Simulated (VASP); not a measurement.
# AlRu (P4mm) in VASP: notebook, part 2 of 2

VASP 6.6.1.

### 3 Single point, PBE (all Al atoms moved +0.025 Å, as atom 1 along Cartesian [0 1 0])

File INCAR:

```
ALGO     = Fast           # electronic algorithm
EDIFF    = 1E-6           # SCF threshold, eV
ENCUT    = 520            # plane-wave cutoff, eV
GGA      = PE             # functional
ISIF     = 2              # what is computed and relaxed
ISMEAR   = 0              # smearing method
LASPH    = True           # aspherical terms in the spheres
LCHARG   = False          # write CHGCAR
LREAL    = False          # projectors in reciprocal space
LWAVE    = False          # write WAVECAR
NBANDS   = 16             # bands
NELM     = 80             # most SCF steps
PREC     = Accurate       # precision mode
SIGMA    = 0.15           # smearing width, eV
```

File KPOINTS:

```
k-points
0
Gamma
  16 16 16
```

File POSCAR:

```
AlRu
1.0
    2.9916000000      0.0000000000      0.0000000000
    0.0000000000      2.9916000000      0.0000000000
    0.0000000000      0.0000000000      2.9916000000
Al Ru
1 1
Direct
    0.0000000000      0.0083567322      0.0000000000
    0.5000000000      0.5000000000      0.5000000000
```

Potentials or basis: VASP PAW PBE potentials, release 64 (Al, Ru_pv).

Started as:

```bash
$ cat potpaw_PBE.64/Al/POTCAR potpaw_PBE.64/Ru_pv/POTCAR > POTCAR
$ mpirun -np 1 vasp_std > vasp.out
```

OUTCAR:

```text
EDIFF = 1E-6
   ENCUT = 520
   GGA = PE
   ISIF = 2
   ISMEAR = 0
   LASPH = True
   LREAL = False
   NELM = 80
   PREC = Accurate

 ion  position               nearest neighbor table
   1  0.000  0.008  0.000-   2 2.58   2 2.58   2 2.58   2 2.58   2 2.61   2 2.61   2 2.61   2 2.61

   2  0.500  0.500  0.500-   1 2.58   1 2.58   1 2.58   1 2.58   1 2.61   1 2.61   1 2.61   1 2.61

  LATTYP: Found a simple cubic cell.
 ALAT       =     2.9916000000

  Lattice vectors:

 A1 = (   2.9916000000,   0.0000000000,   0.0000000000)
 A2 = (   0.0000000000,   2.9916000000,   0.0000000000)
 A3 = (   0.0000000000,   0.0000000000,   2.9916000000)

Analysis of symmetry for initial positions (statically):
=====================================================================
 Subroutine PRICEL returns:
 Original cell was already a primitive cell.

 Routine SETGRP: Setting up the symmetry group for a
 simple cubic supercell.

 Subroutine GETGRP returns: Found  8 space group operations
 (whereof  8 operations were pure point group operations)
 out of a pool of 48 trial point group operations.

The static configuration has the point symmetry C_4v.

Analysis of symmetry for dynamics (positions and initial velocities):
=====================================================================
 Subroutine PRICEL returns:
 Original cell was already a primitive cell.

 Routine SETGRP: Setting up the symmetry group for a
 simple cubic supercell.

 Subroutine GETGRP returns: Found  8 space group operations
 (whereof  8 operations were pure point group operations)
 out of a pool of 48 trial point group operations.

The dynamic configuration has the point symmetry C_4v.

 Subroutine INISYM returns: Found  8 space group operations
 (whereof  8 operations are pure point group operations),
 and found     1 'primitive' translations

----------------------------------------------------------------------------------------

                                     Primitive cell

  volume of cell :      26.7738

  direct lattice vectors                    reciprocal lattice vectors
     2.991600000  0.000000000  0.000000000     0.334269287  0.000000000  0.000000000
     0.000000000  2.991600000  0.000000000     0.000000000  0.334269287  0.000000000
     0.000000000  0.000000000  2.991600000     0.000000000  0.000000000  0.334269287

  length of vectors
     2.991600000  2.991600000  2.991600000     0.334269287  0.334269287  0.334269287

  position of ions in fractional coordinates (direct lattice)
     0.000000000  0.008356732  0.000000000
     0.500000000  0.500000000  0.500000000

  ion indices of the primitive-cell ions
   primitive index   ion index
                 1           1
                 2           2

----------------------------------------------------------------------------------------

 KPOINTS: k-points

Automatic generation of k-mesh.
 Grid dimensions read from file:
 generate k-points for:   16   16   16

 Generating k-lattice:

  Cartesian coordinates                     Fractional coordinates (reciprocal lattice)
     0.020891830  0.000000000  0.000000000     0.062500000  0.000000000  0.000000000
     0.000000000  0.020891830  0.000000000     0.000000000  0.062500000  0.000000000
     0.000000000  0.000000000  0.020891830     0.000000000  0.000000000  0.062500000

  Length of vectors
     0.020891830  0.020891830  0.020891830

  Shift w.r.t. Gamma in fractional coordinates (k-lattice)
     0.000000000  0.000000000  0.000000000

 Subroutine IBZKPT returns following result:
 ===========================================

 Found    405 irreducible k-points:

 Following reciprocal coordinates:
            Coordinates               Weight
  0.000000  0.000000  0.000000      1.000000
  0.062500  0.000000  0.000000      4.000000
  0.000000  0.062500  0.000000      2.000000
  0.125000  0.000000  0.000000      4.000000
  0.000000  0.125000  0.000000      2.000000
  0.187500  0.000000  0.000000      4.000000
[... 16 lines left out ...]
  0.187500  0.062500  0.000000      8.000000
  0.000000  0.187500  0.062500      8.000000
 [... further k-points ...]
   k-points           NKPTS =    405   k-points in BZ     NKDIM =    405   number of bands    NBANDS=     16
   number of dos      NEDOS =    301   number of ions     NIONS =      2
   total plane-waves  NPLWV =  13824
   dimension x,y,z NGX =    24 NGY =   24 NGZ =   24
   dimension x,y,z NGXF=    48 NGYF=   48 NGZF=   48
   ions per type =               1   1
   NGX,Y,Z   is equivalent  to a cutoff of  13.34, 13.34, 13.34 a.u.
   NGXF,Y,Z  is equivalent  to a cutoff of  26.67, 26.67, 26.67 a.u.
 SYSTEM =  unknown system
   PREC   = accura    normal or accurate (medium, high low for compatibility)
   ISTART =      0    job   : 0-new  1-cont  2-samecut
   ICHARG =      2    charge: 1-file 2-atom 10-const
   ISPIN  =      1    spin polarized calculation?
   LNONCOLLINEAR =      F non collinear calculations
   LSORBIT =      F    spin-orbit coupling
   LASPH  =      T    aspherical Exc in radial PAW
   ENCUT  =  520.0 eV  38.22 Ry    6.18 a.u.   5.56  5.56  5.56*2*pi/ulx,y,z
   NELM   =     80;   NELMIN=  2; NELMDL= -5     # of ELM steps
   EDIFF  = 0.1E-05   stopping-criterion for ELM
   LREAL  =      F    real-space projection
   EDIFFG = 0.1E-04   stopping-criterion for IOM
   NSW    =      0    number of steps for IOM
   IBRION =     -1    ionic relax: 0-MD 1-quasi-New 2-CG
   NFREE  =      0    steps in history (QN), initial steepest desc. (CG)
   ISIF   =      2    stress and relaxation
   ISYM   =      2    0-nonsym 1-usesym 2-fastsym
   POTIM  = 0.5000    time-step for ionic-motion
   TEBEG  =    0.0;   TEEND  =   0.0 temperature during run
   PSTRESS=    0.0 pullay stress
   NELECT =      17.0000    total number of electrons
   NUPDOWN=      -1.0000    fix difference up-down
   EMIN   =  10.00;   EMAX   =-10.00  energy-range for DOS
   EFERMI =   0.00;   METHOD = LEGACY
   ISMEAR =     0;   SIGMA  =   0.15  broadening in eV -4-tet -1-fermi 0-gaus
   EFERMI_NEDOS =   21; number of points for ismear=-14 and -15
   IALGO  =     68    algorithm
   IMIX   =      4    mixing-type and parameters
     AMIX     =   0.40;   BMIX     =  1.00
     AMIX_MAG =   1.60;   BMIX_MAG =  1.00
  volume/ion in A,a.u.               =      13.39        90.34
  Fermi-wavevector in a.u.,A,eV,Ry     =   1.407087  2.659009 26.938090  1.979894
  Thomas-Fermi vector in A             =   2.529382
   LORBIT       =      0    0 simple, 1 ext, 2 COOP (PROOUT), +10 PAW based schemes
   GGA     = PE    functional components
   LHFCALC =     F    Hartree Fock is set to
   AEXX    =    0.0000 exact exchange contribution
   IVDW    =     0    specifies the selected vdW correction
   LEPSILON=     F    determine dielectric tensor
   LRPA    =     F    only Hartree local field effects (RPA)
 non-spin polarized calculation
 RMM-DIIS sequential band-by-band and
 Gauss-broadening in eV      SIGMA  =   0.15
  energy-cutoff  :      520.00
  volume of cell :       26.77
 maximum number of plane-waves:       739
 NGX is ok and might be reduce to    24
   NGX = 11   NGY = 11   NGZ = 11

 number of electron      16.9999995 magnetization

 Free energy of the ion-electron system (eV)
  ---------------------------------------------------
  ext. energy  EPLUGINS =         0.00000000
  ---------------------------------------------------
  free energy    TOTEN  =       -14.26202512 eV

  energy without entropy =      -14.24299858  energy(sigma->0) =      -14.25251185

 E-fermi :  10.7323     XC(G=0): -12.5657

 val. band max:       10.7309948352   @ k =   0.4375   0.1250   0.4375
 cond. band min:      10.7402097200   @ k =   0.0625   0.0625   0.0625
 fundamental gap:      0.0092148848
 Fermi energy:        10.7323039799

 k-point     1 :       0.0000    0.0000    0.0000
  band No.  band energies     occupation
      1     -31.0482      2.00000
      2     -31.0482      2.00000
      3     -31.0481      2.00000
      4       1.0425      2.00000
      5       7.1505      2.00000
      6       7.1510      2.00000
[... 8 lines left out ...]
     15      22.8446      0.00000
     16      25.8210      0.00000
[... 419 lines left out ...]
 k-point    24 :       0.0000    0.1875    0.0625
  band No.  band energies     occupation
      1     -31.1125      2.00000
      2     -31.0507      2.00000
      3     -31.0420      2.00000
      4       1.7747      2.00000
      5       7.3236      2.00000
      6       7.4007      2.00000
[... 8 lines left out ...]
     15      23.3166      0.00000
     16      27.9457      0.00000

 [... further k-points ...]
[... 5 lines left out ...]
  --------------------------------------------------------------------------------------
  -------------------------------------------------------------------------------------
  Total        0.4426693      0.4342296      0.4426693      0.0000000      0.0000000      0.0000000
  in kB       26.4898421     25.9848024     26.4898421      0.0000000      0.0000000      0.0000000
  external PRESSURE =      26.3214955 kB  Pullay stress =       0.0000000 kB

 VOLUME and BASIS-vectors are now :
 -----------------------------------------------------------------------------
  energy-cutoff  :      520.00
  volume of cell :       26.77
      direct lattice vectors                 reciprocal lattice vectors
     2.991600000  0.000000000  0.000000000     0.334269287  0.000000000  0.000000000
     0.000000000  2.991600000  0.000000000     0.000000000  0.334269287  0.000000000
     0.000000000  0.000000000  2.991600000     0.000000000  0.000000000  0.334269287

 POSITION                                       TOTAL-FORCE (eV/Angst)
 -----------------------------------------------------------------------------------
      0.00000      0.02500      0.00000         0.000000     -0.195855      0.000000
      1.49580      1.49580      1.49580         0.000000      0.195855     -0.000000
 -----------------------------------------------------------------------------------
    total drift:                                0.000000     -0.000244     -0.000000

  FREE ENERGIE OF THE ION-ELECTRON SYSTEM (eV)
  ---------------------------------------------------
  free  energy   TOTEN  =       -14.2620251236 eV

  energy  without entropy=      -14.2429985824  energy(sigma->0) =      -14.25251185
```

It took 3 min on 1 thread of AMD EPYC 7R13, shared host; peak memory 0.25 GiB.

Results:

```
Free energy   : -14.2620 eV
Pressure      : 2.6 GPa
Largest force : 0.196 eV/Å
```

Forces in eV/Å, atoms in the order of the input:
```
Al   0.000 -0.196  0.000
Ru   0.000  0.196  0.000
```

Levels at points of the mesh, in eV from the Fermi level:
```tsv
k point	band 6	band 7	band 8	band 9	band 10	band 11	band 12	band 13
(0.00, 0.00, 0.00)	-3.58	0.16	0.16	0.16	6.06	6.06	6.07	10.96
(0.50, 0.00, 0.00)	-2.78	-1.62	-1.62	0.42	2.28	7.43	11.02	11.02
(0.00, 0.50, 0.00)	-2.78	-1.62	-1.62	0.42	2.28	7.43	11.02	11.02
(0.50, 0.50, 0.00)	-1.38	-1.38	-1.18	-1.18	1.52	5.30	6.22	10.58
(0.50, 0.00, 0.50)	-1.39	-1.39	-1.17	-1.17	1.52	5.30	6.22	10.59
(0.50, 0.50, 0.50)	-4.65	1.61	1.61	2.56	4.12	4.12	4.12	8.52
```

Caveat: the cell differs from its parent crystal (all Al atoms moved +0.025 Å, as atom 1 along Cartesian [0 1 0]).

### 4 Single point, PBE (all Al atoms moved +0.087 Å, as atom 1 along Cartesian [0 1 0])

File INCAR:

```
SYSTEM = AlRu
ALGO = Fast
EDIFF = 1E-6
ENCUT = 520
GGA = PE
ISIF = 2
ISMEAR = 0
LASPH = .True.
LCHARG = .False.
LREAL = .False.
LWAVE = .False.
NBANDS = 16
NELM = 80
PREC = Accurate
SIGMA = 0.15
```

File KPOINTS:

```
k-points
0
Gamma
  16 16 16
  0 0 0
```

POSCAR: that of step 3 with these lines changed.

```diff
@@ -8,3 +8,3 @@
 Direct
-    0.0000000000      0.0083567322      0.0000000000
+    0.0000000000      0.0292485626      0.0000000000
     0.5000000000      0.5000000000      0.5000000000
```

Started as:

```bash
$ cat potpaw_PBE.64/Al/POTCAR potpaw_PBE.64/Ru_pv/POTCAR > POTCAR
$ mpirun -np 1 vasp_std > vasp.out
```

Run time: 3.9 min. Hardware: 1 thread of AMD EPYC 7R13, shared host; peak memory 0.25 GiB.

The run converged. Its results:

```yaml
Free_energy: -14.2345 eV
Pressure: 3.1 GPa
Largest_force: 0.684 eV/Å
```

Forces in eV/Å, atoms in the order of the input:
```
Al   0.000 -0.684  0.000
Ru   0.000  0.684  0.000
```

Stress tensor (GPa, compression positive):
```
3.36 0.00 0.00
0.00 2.74 0.00
0.00 0.00 3.36
```

Levels at points of the mesh, in eV from the Fermi level:
| k point | band 5 | band 6 | band 7 | band 8 | band 9 | band 10 | band 11 | band 12 | band 13 | band 14 |
| --- | --- | --- | --- | --- | --- | --- | --- | --- | --- | --- |
| (0.00, 0.00, 0.00) | -3.59 | -3.58 | 0.16 | 0.17 | 0.17 | 6.08 | 6.08 | 6.09 | 10.97 | 10.99 |
| (0.50, 0.00, 0.00) | -5.50 | -2.78 | -1.63 | -1.61 | 0.41 | 2.28 | 7.44 | 11.04 | 11.06 | 12.45 |
| (0.00, 0.50, 0.00) | -5.46 | -2.79 | -1.61 | -1.61 | 0.41 | 2.29 | 7.46 | 11.00 | 11.00 | 12.74 |
| (0.50, 0.50, 0.00) | -3.10 | -1.38 | -1.35 | -1.19 | -1.18 | 1.52 | 5.31 | 6.21 | 10.60 | 12.12 |
| (0.50, 0.00, 0.50) | -3.06 | -1.47 | -1.47 | -1.07 | -1.07 | 1.52 | 5.29 | 6.19 | 10.67 | 12.13 |
| (0.50, 0.50, 0.50) | -4.64 | -4.64 | 1.61 | 1.61 | 2.55 | 4.11 | 4.11 | 4.14 | 8.53 | 8.53 |

Caveat: the cell differs from its parent crystal (all Al atoms moved +0.087 Å, as atom 1 along Cartesian [0 1 0]).

### 5 Single point, PBE (all Al atoms moved +0.062 Å, as atom 1 along Cartesian [0 1 0])

File INCAR:

```
SYSTEM = AlRu
PREC = Accurate ; ENCUT = 520
EDIFF = 1E-7 ; ISMEAR = 0
SIGMA = 0.15 ; LREAL = .FALSE.
LASPH = .TRUE. ; NELM = 60
ALGO = Fast ; ISIF = 2
LWAVE = .FALSE. ; LCHARG = .FALSE.
GGA = PE ; NBANDS = 16
```

File KPOINTS:

```
regular mesh
0
G
  16 16 16
  0 0 0
```

POSCAR: that of step 4 with these lines changed.

```diff
@@ -8,3 +8,3 @@
 Direct
-    0.0000000000      0.0292485626      0.0000000000
+    0.0000000000      0.0208918305      0.0000000000
     0.5000000000      0.5000000000      0.5000000000
```

Started as:

```bash
$ cat potpaw_PBE.64/Al/POTCAR potpaw_PBE.64/Ru_pv/POTCAR > POTCAR
$ mpirun -np 1 vasp_std > vasp.out
```

It took 4.4 min on 1 thread of AMD EPYC 7R13, shared host; peak memory 0.25 GiB.

The run converged. Its results:

| Property | Result |
| --- | --- |
| Free energy | -14.2492 eV |
| Pressure | 2.9 GPa |
| Largest force | 0.489 eV/Å |

Forces in eV/Å, atoms in the order of the input:
```
Al   0.000 -0.489  0.000
Ru   0.000  0.489  0.000
```

Stress tensor (GPa, compression positive):
```
2.99 0.00 0.00
0.00 2.68 0.00
0.00 0.00 2.99
```

Levels at points of the mesh, in eV from the Fermi level:
```csv
k point,band 7,band 8,band 9,band 10,band 11,band 12
"(0.00, 0.00, 0.00)",0.16,0.16,0.16,6.07,6.07,6.08
"(0.50, 0.00, 0.00)",-1.62,-1.61,0.42,2.28,7.43,11.03
"(0.00, 0.50, 0.00)",-1.61,-1.61,0.41,2.28,7.45,11.01
"(0.50, 0.50, 0.00)",-1.37,-1.19,-1.18,1.52,5.30,6.21
"(0.50, 0.00, 0.50)",-1.44,-1.12,-1.12,1.52,5.29,6.20
"(0.50, 0.50, 0.50)",1.61,1.61,2.56,4.12,4.12,4.13
```

Caveat: the cell differs from its parent crystal (all Al atoms moved +0.062 Å, as atom 1 along Cartesian [0 1 0]).

### 6 Single point, PBE (all Al atoms moved +0.037 Å, as atom 1 along Cartesian [0 1 0])

File INCAR:

```
SYSTEM = AlRu
ALGO = Fast
EDIFF = 1E-6
ENCUT = 520
GGA = PE
ISIF = 2
ISMEAR = 0
LASPH = .TRUE.
LCHARG = .FALSE.
LREAL = .FALSE.
LWAVE = .FALSE.
NBANDS = 16
NELM = 80
PREC = Accurate
SIGMA = 0.15
```

File KPOINTS:

```
k-points
0
G
  16 16 16
  0 0 0
```

POSCAR: that of step 5 with these lines changed.

```diff
@@ -8,3 +8,3 @@
 Direct
-    0.0000000000      0.0208918305      0.0000000000
+    0.0000000000      0.0125350983      0.0000000000
     0.5000000000      0.5000000000      0.5000000000
```

Potentials or basis: VASP PAW PBE potentials, release 64 (Al, Ru_pv).

Started as:

```bash
$ cat potpaw_PBE.64/Al/POTCAR potpaw_PBE.64/Ru_pv/POTCAR > POTCAR
$ mpirun -np 1 vasp_std > vasp.out
```

It took 3.1 min on 1 thread of AMD EPYC 7R13, shared host; peak memory 0.25 GiB.

The run converged. Its results:

| Property | Result |
| --- | --- |
| Free energy | -14.2590 eV |
| Pressure | 2.7 GPa |
| Largest force | 0.294 eV/Å |

Forces in eV/Å, atoms in the order of the input:
```
Al   0.000 -0.294  0.000
Ru   0.000  0.294  0.000
```

Stress tensor (GPa, compression positive):
```
2.72 0.00 0.00
0.00 2.61 0.00
0.00 0.00 2.72
```

Levels at points of the mesh, in eV from the Fermi level:
| k point | band 7 | band 8 | band 9 | band 10 | band 11 | band 12 |
| --- | --- | --- | --- | --- | --- | --- |
| (0.00, 0.00, 0.00) | 0.16 | 0.16 | 0.16 | 6.07 | 6.07 | 6.07 |
| (0.50, 0.00, 0.00) | -1.62 | -1.62 | 0.42 | 2.28 | 7.43 | 11.02 |
| (0.00, 0.50, 0.00) | -1.62 | -1.62 | 0.41 | 2.28 | 7.44 | 11.01 |
| (0.50, 0.50, 0.00) | -1.38 | -1.18 | -1.18 | 1.52 | 5.30 | 6.22 |
| (0.50, 0.00, 0.50) | -1.40 | -1.15 | -1.15 | 1.52 | 5.30 | 6.21 |
| (0.50, 0.50, 0.50) | 1.61 | 1.61 | 2.56 | 4.12 | 4.12 | 4.12 |

Caveat: the cell differs from its parent crystal (all Al atoms moved +0.037 Å, as atom 1 along Cartesian [0 1 0]).

### 7 Single point, PBE (all Al atoms moved +0.013 Å, as atom 1 along Cartesian [0 1 0])

File INCAR:

```
PREC = Accurate
ENCUT = 520
EDIFF = 1E-6
ISMEAR = 0
SIGMA = 0.15
LREAL = F
LASPH = T
NELM = 80
ALGO = Fast
ISIF = 2
LWAVE = F
LCHARG = F
GGA = PE
NBANDS = 16
```

File KPOINTS:

```
Automatic mesh
0
Gamma
  16 16 16
```

POSCAR: that of step 6 with these lines changed.

```diff
@@ -8,3 +8,3 @@
 Direct
-    0.0000000000      0.0125350983      0.0000000000
+    0.0000000000      0.0041783661      0.0000000000
     0.5000000000      0.5000000000      0.5000000000
```

Started as:

```bash
$ cat potpaw_PBE.64/Al/POTCAR potpaw_PBE.64/Ru_pv/POTCAR > POTCAR
$ mpirun -np 1 vasp_std > vasp.out
```

Run time: 3.2 min. Hardware: 1 thread of AMD EPYC 7R13, shared host; peak memory 0.25 GiB.

It converged, with:

* Free energy: -14.2639 eV
* Pressure: 2.6 GPa
* Largest force: 0.098 eV/Å

Forces in eV/Å, atoms in the order of the input:
```
Al   0.000 -0.098  0.000
Ru   0.000  0.098  0.000
```

Levels at points of the mesh, in eV from the Fermi level:
```
           k point  band 6  band 7  band 8  band 9  band 10  band 11  band 12  band 13
(0.00, 0.00, 0.00)   -3.58    0.16    0.16    0.16     6.06     6.06     6.06    10.96
(0.50, 0.00, 0.00)   -2.78   -1.62   -1.62    0.42     2.28     7.43    11.02    11.02
(0.00, 0.50, 0.00)   -2.78   -1.62   -1.62    0.42     2.28     7.43    11.02    11.02
(0.50, 0.50, 0.00)   -1.38   -1.38   -1.18   -1.18     1.52     5.30     6.22    10.58
(0.50, 0.00, 0.50)   -1.38   -1.38   -1.18   -1.18     1.52     5.30     6.22    10.58
(0.50, 0.50, 0.50)   -4.65    1.61    1.61    2.56     4.12     4.12     4.12     8.52
```

Caveat: the cell differs from its parent crystal (all Al atoms moved +0.013 Å, as atom 1 along Cartesian [0 1 0]).
